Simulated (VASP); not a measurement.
# KH3 (Cmm2) in VASP: a series of runs

Runs on KH3. Level: PBE. Tasks: single point.

All numbers are computed with VASP 6.6.1; they aren't measurements. Logs are shortened: lines on timing, memory, paths and dates and some standing lists are left out, and cuts for length are marked.

## (1) The cell of the first run

The structure is orthorhombic, space group Cmm2 (No. 35). The conventional cell has a = 2.684 Å, b = 10.667 Å, c = 4.388 Å, α = 90.00°, β = 90.00°, γ = 90.00°. Within 3.4 Å of K (site symmetry mm2) lie 12 H at 2.56 to 3.34 Å and 2 K at 2.68 Å. Within 1.8 Å of H (site symmetry 2) lie 2 H at 1.34 Å. H (site symmetry mm2) has 4 K at 2.56 to 2.58 Å and 10 H at 2.68 to 3.55 Å within 3.6 Å.

The cell was generated, and may not be a known phase.

## (2) Single point, PBE

File INCAR:

```
ALGO     = Normal         # electronic algorithm
EDIFF    = 1E-7           # SCF threshold, eV
ENCUT    = 520            # plane-wave cutoff, eV
GGA      = PE             # functional
ISIF     = 2              # what is computed and relaxed
ISMEAR   = 0              # smearing method
LASPH    = T              # aspherical terms in the spheres
LCHARG   = F              # write CHGCAR
LREAL    = F              # projectors in reciprocal space
LWAVE    = F              # write WAVECAR
NBANDS   = 14             # bands
NELM     = 80             # most SCF steps
PREC     = Accurate       # precision mode
SIGMA    = 0.1            # smearing width, eV
```

File KPOINTS:

```
k-points
0
Gamma
  6 6 4
```

File POSCAR:

```
KH3
1.0
    1.3421348508     -5.3337073394      0.0000000000
    1.3421348508      5.3337073394      0.0000000000
    0.0000000000      0.0000000000      4.3877041379
K H
1 3
Direct
    0.0000000000      0.0000000000      0.0824684035
    0.0000000000      0.5000000000      1.0949460336
    0.5000000000      0.0000000000      1.0949460336
    0.5000000000      0.5000000000      0.5849987400
```

Potentials or basis: VASP PAW PBE potentials, release 64 (K_sv, H).

The run is started by

```
> cat potpaw_PBE.64/K_sv/POTCAR potpaw_PBE.64/H/POTCAR > POTCAR
> mpirun -np 1 vasp_std > vasp.out
```

OUTCAR:

```text
EDIFF = 1E-7
   ENCUT = 520
   GGA = PE
   ISIF = 2
   ISMEAR = 0
   LASPH = T
   LREAL = F
   NELM = 80
   PREC = Accurate

 ion  position               nearest neighbor table
   1  0.000  0.000  0.082-
   2  0.000  0.500  0.095-
   3  0.500  0.000  0.095-
   4  0.500  0.500  0.585-

  LATTYP: Found a base centered orthorhombic cell.
 ALAT       =     2.6842697016
 B/A-ratio  =     3.9740472697
 C/A-ratio  =     1.6345988390

  Lattice vectors:

 A1 = (   1.3421348508,  -5.3337073394,   0.0000000000)
 A2 = (   1.3421348508,   5.3337073394,   0.0000000000)
 A3 = (   0.0000000000,   0.0000000000,   4.3877041379)

Analysis of symmetry for initial positions (statically):
=====================================================================
 Subroutine PRICEL returns:
 Original cell was already a primitive cell.

 Routine SETGRP: Setting up the symmetry group for a
 base centered orthorhombic supercell.

 Subroutine GETGRP returns: Found  4 space group operations
 (whereof  4 operations were pure point group operations)
 out of a pool of  8 trial point group operations.

The static configuration has the point symmetry C_2v.

Analysis of symmetry for dynamics (positions and initial velocities):
=====================================================================
 Subroutine PRICEL returns:
 Original cell was already a primitive cell.

 Routine SETGRP: Setting up the symmetry group for a
 base centered orthorhombic supercell.

 Subroutine GETGRP returns: Found  4 space group operations
 (whereof  4 operations were pure point group operations)
 out of a pool of  8 trial point group operations.

The dynamic configuration has the point symmetry C_2v.

 Subroutine INISYM returns: Found  4 space group operations
 (whereof  4 operations are pure point group operations),
 and found     1 'primitive' translations

----------------------------------------------------------------------------------------

                                     Primitive cell

  volume of cell :      62.8192

  direct lattice vectors                    reciprocal lattice vectors
     1.342134851 -5.333707339  0.000000000     0.372540807 -0.093743426  0.000000000
     1.342134851  5.333707339  0.000000000     0.372540807  0.093743426  0.000000000
     0.000000000  0.000000000  4.387704138     0.000000000  0.000000000  0.227909624

[... 92 lines left out ...]
   NFREE  =      0    steps in history (QN), initial steepest desc. (CG)
   ISIF   =      2    stress and relaxation
   ISYM   =      2    0-nonsym 1-usesym 2-fastsym
   POTIM  = 0.5000    time-step for ionic-motion
   TEBEG  =    0.0;   TEEND  =   0.0 temperature during run
   PSTRESS=    0.0 pullay stress
   NELECT =      12.0000    total number of electrons
   NUPDOWN=      -1.0000    fix difference up-down
   EMIN   =  10.00;   EMAX   =-10.00  energy-range for DOS
   EFERMI =   0.00;   METHOD = LEGACY
   ISMEAR =     0;   SIGMA  =   0.10  broadening in eV -4-tet -1-fermi 0-gaus
   EFERMI_NEDOS =   21; number of points for ismear=-14 and -15
   IALGO  =     38    algorithm
   IMIX   =      4    mixing-type and parameters
     AMIX     =   0.40;   BMIX     =  1.00
     AMIX_MAG =   1.60;   BMIX_MAG =  1.00
  volume/ion in A,a.u.               =      15.70       105.98
  Fermi-wavevector in a.u.,A,eV,Ry     =   0.942839  1.781708 12.094845  0.888946
  Thomas-Fermi vector in A             =   2.070488
   LORBIT       =      0    0 simple, 1 ext, 2 COOP (PROOUT), +10 PAW based schemes
   GGA     = PE    functional components
   LHFCALC =     F    Hartree Fock is set to
   AEXX    =    0.0000 exact exchange contribution
   IVDW    =     0    specifies the selected vdW correction
   LEPSILON=     F    determine dielectric tensor
   LRPA    =     F    only Hartree local field effects (RPA)
 non-spin polarized calculation
 Gauss-broadening in eV      SIGMA  =   0.10
  energy-cutoff  :      520.00
  volume of cell :       62.82
 maximum number of plane-waves:      1714
 NGX is ok and might be reduce to    42

 number of electron      12.0000002 magnetization

 Free energy of the ion-electron system (eV)
  ---------------------------------------------------
  ext. energy  EPLUGINS =         0.00000000
  ---------------------------------------------------
  free energy    TOTEN  =        -9.32229578 eV

  energy without entropy =       -9.31515586  energy(sigma->0) =       -9.31872582

 E-fermi :  -2.1121     XC(G=0):  -6.8318

 val. band max:       -2.1206860897   @ k =   0.3333   0.0000   0.0000
 cond. band min:      -2.0973701073   @ k =   0.1667   0.1667   0.0000
 fundamental gap:      0.0233159824
 Fermi energy:        -2.1120859519

 k-point     1 :       0.0000    0.0000    0.0000
  band No.  band energies     occupation
      1     -32.0583      2.00000
      2     -15.4735      2.00000
      3     -15.2675      2.00000
      4     -13.9978      2.00000
      5      -7.8678      2.00000
      6      -3.8763      2.00000
      7       3.5348      0.00000
      8       3.6968      0.00000
      9       5.4658      0.00000
     10       5.5593      0.00000
     11       5.8170      0.00000
     12       7.7462      0.00000
     13       8.3707      0.00000
     14       9.8024      0.00000
[... 377 lines left out ...]
      1     -31.9133      2.00000
      2     -15.3893      2.00000
      3     -15.2098      2.00000
      4     -14.8383      2.00000
      5      -6.9668      2.00000
      6      -3.1164      2.00000
      7       2.5431      0.00000
      8       3.3198      0.00000
      9       4.8968      0.00000
     10       5.9881      0.00000
     11       6.2081      0.00000
     12       6.7617      0.00000
     13       7.8356      0.00000
     14       9.1913      0.00000

 [... further k-points ...]
[... 5 lines left out ...]
  --------------------------------------------------------------------------------------
  -------------------------------------------------------------------------------------
  Total        0.1339064     -0.1188701     -0.0701099      0.0000000      0.0000000      0.0000000
  in kB        3.4152253     -3.0317306     -1.7881227      0.0000000      0.0000000      0.0000000
  external PRESSURE =      -0.4682093 kB  Pullay stress =       0.0000000 kB

 VOLUME and BASIS-vectors are now :
 -----------------------------------------------------------------------------
  energy-cutoff  :      520.00
  volume of cell :       62.82
      direct lattice vectors                 reciprocal lattice vectors
     1.342134851 -5.333707339  0.000000000     0.372540807 -0.093743426  0.000000000
     1.342134851  5.333707339  0.000000000     0.372540807  0.093743426  0.000000000
     0.000000000  0.000000000  4.387704138     0.000000000  0.000000000  0.227909624

 POSITION                                       TOTAL-FORCE (eV/Angst)
 -----------------------------------------------------------------------------------
      0.00000      0.00000      0.36185        -0.000000      0.000000      0.030129
      0.67107      2.66685      0.41660         0.000000      0.000000     -0.001194
      0.67107     -2.66685      0.41660         0.000000      0.000000     -0.001194
      1.34213      0.00000      2.56680        -0.000000      0.000000     -0.027741
 -----------------------------------------------------------------------------------
    total drift:                                0.000000     -0.000000      0.000020

  FREE ENERGIE OF THE ION-ELECTRON SYSTEM (eV)
  ---------------------------------------------------
  free  energy   TOTEN  =        -9.3222957839 eV

  energy  without entropy=       -9.3151558572  energy(sigma->0) =       -9.31872582
```

OSZICAR:

```text
N       E                     dE             d eps       ncg     rms          rms(c)
DAV:   1     0.484577978224E+02    0.48458E+02   -0.48373E+03  1092   0.701E+02
DAV:   2    -0.663316342321E+01   -0.55091E+02   -0.53507E+02  1392   0.194E+02
DAV:   3    -0.980345462612E+01   -0.31703E+01   -0.31558E+01  2112   0.322E+01
DAV:   4    -0.981457729912E+01   -0.11123E-01   -0.11122E-01  1218   0.231E+00
DAV:   5    -0.981468377612E+01   -0.10648E-03   -0.10648E-03  1782   0.166E-01    0.557E+00
DAV:   6    -0.941029757019E+01    0.40439E+00   -0.13694E+00  1300   0.231E+00    0.375E+00
DAV:   7    -0.931979006161E+01    0.90508E-01   -0.13119E-01  1436   0.160E+00    0.200E+00
DAV:   8    -0.931780736135E+01    0.19827E-02   -0.61909E-02  1548   0.117E+00    0.389E-01
DAV:   9    -0.932146290248E+01   -0.36555E-02   -0.43693E-03  1178   0.421E-01    0.104E-01
DAV:  10    -0.932195072355E+01   -0.48782E-03   -0.29692E-04  1430   0.896E-02    0.418E-02
DAV:  11    -0.932228484907E+01   -0.33413E-03   -0.32658E-04  1128   0.944E-02    0.111E-02
DAV:  12    -0.932229462139E+01   -0.97723E-05   -0.10832E-05  1408   0.206E-02    0.253E-03
DAV:  13    -0.932229571696E+01   -0.10956E-05   -0.18345E-06  1258   0.835E-03    0.182E-03
DAV:  14    -0.932229578389E+01   -0.66935E-07   -0.84336E-08  1448   0.183E-03
   1 F= -.93222958E+01 E0= -.93187258E+01  d E =-.713993E-02
```

stdout:

```text
POSCAR found type information on POSCAR K H
 POSCAR found :  2 types and       4 ions
 scaLAPACK will be used
 LDA part: xc-table for (Slater+PW92), standard interpolation
 POSCAR, INCAR and KPOINTS ok, starting setup
 FFT: planning ... GRIDC
 FFT: planning ... GRID_SOFT
 FFT: planning ... GRID
 WAVECAR not read
 entering main loop
```

It took 2.1 min on 1 thread of Oxide Virtual Turin-like, shared host; peak memory 0.21 GiB.

What came out:

```yaml
Free_energy: -9.3223 eV
Pressure: 0.0 GPa
Largest_force: 0.030 eV/Å
Band_gap_on_the_k_mesh: zero (bands 6 and 7 overlap by 0.07 eV)
```

Forces on the atoms (eV/Å):
```
K    0.000  0.000  0.030
H    0.000  0.000 -0.001
H    0.000  0.000 -0.001
H    0.000  0.000 -0.028
```

Levels at points of the mesh, in eV from the Fermi level:
```csv
k point,band 3,band 4,band 5,band 6,band 7,band 8,band 9,band 10
"(0.00, 0.00, 0.00)",-13.16,-11.89,-5.76,-1.76,5.65,5.81,7.58,7.67
"(0.50, 0.00, 0.00)",-12.86,-12.65,-0.82,-0.59,1.00,5.42,5.53,6.34
"(0.50, 0.50, 0.00)",-13.15,-11.89,-5.42,-1.89,4.86,6.01,6.09,6.36
"(0.00, 0.00, 0.50)",-13.30,-11.88,-5.61,-0.92,5.27,5.34,5.48,7.24
"(0.50, 0.00, 0.50)",-12.86,-12.71,-0.70,-0.43,-0.06,5.73,8.03,8.04
"(0.50, 0.50, 0.50)",-13.30,-11.88,-5.31,-0.80,3.29,4.21,6.13,8.19
```

Caveat: the k points lie up to 0.40 Å⁻¹ apart.

## (3) Single point, PBE

This run uses another cell than the first one, of the same volume but with other edges.

File INCAR:

```
  PREC = Accurate
  ENCUT = 520
  EDIFF = 1E-6
  ISMEAR = 0
  SIGMA = 0.1
  LREAL = F
  LASPH = T
  NELM = 60
  ALGO = Fast
  ISIF = 2
  LWAVE = F
  LCHARG = F
  GGA = PE
  NBANDS = 14
```

File KPOINTS:

```
regular mesh
0
Gamma
  18 18 10
```

File POSCAR:

```
KH3
1.0
    1.3468386645     -5.4698070793      0.0000000000
    1.3468386645      5.4698070793      0.0000000000
    0.0000000000      0.0000000000      4.2621827644
K H
1 3
Direct
    0.0000000000      0.0000000000      0.0865371885
    0.0000000000      0.5000000000      0.0921379807
    0.5000000000      0.0000000000      0.0921379807
    0.5000000000      0.5000000000      0.5865460609
```

Potentials or basis: VASP PAW PBE potentials, release 64 (K_sv, H).

The run is started by

```
> cat potpaw_PBE.64/K_sv/POTCAR potpaw_PBE.64/H/POTCAR > POTCAR
> mpirun -np 1 vasp_std > vasp.out
```

Wall time 32 min (1 thread of Oxide Virtual Turin-like, shared host); peak memory 0.54 GiB.

It converged, with:

| Item | Value |
| --- | --- |
| Free energy | -9.2662 eV |
| Pressure | 0.0 GPa |
| Band gap on the k mesh | zero (bands 6 and 7 overlap by 0.65 eV) |

Stress tensor (GPa, compression positive):
```
 0.18  0.00  0.00
 0.00 -0.05  0.00
 0.00  0.00  0.00
```

Levels at points of the mesh, in eV from the Fermi level:
```
           k point  band 3  band 4  band 5  band 6  band 7  band 8  band 9  band 10
(0.00, 0.00, 0.00)  -13.30  -12.08   -6.28   -1.98    5.03    5.63    7.29     7.43
(0.50, 0.00, 0.00)  -13.08  -12.80   -1.36   -1.17    0.80    5.06    5.44     6.05
(0.50, 0.50, 0.00)  -13.30  -12.08   -6.00   -2.11    4.43    5.76    5.77     6.28
(0.00, 0.00, 0.50)  -13.48  -12.07   -6.12   -0.99    4.91    4.96    5.06     6.69
(0.50, 0.00, 0.50)  -13.07  -12.88   -1.22   -1.01   -0.36    5.43    7.66     7.81
(0.50, 0.50, 0.50)  -13.48  -12.07   -5.87   -0.87    2.92    3.89    5.86     8.34
```

The gap in the log of VASP goes by the Fermi energy; the results here count the filled bands.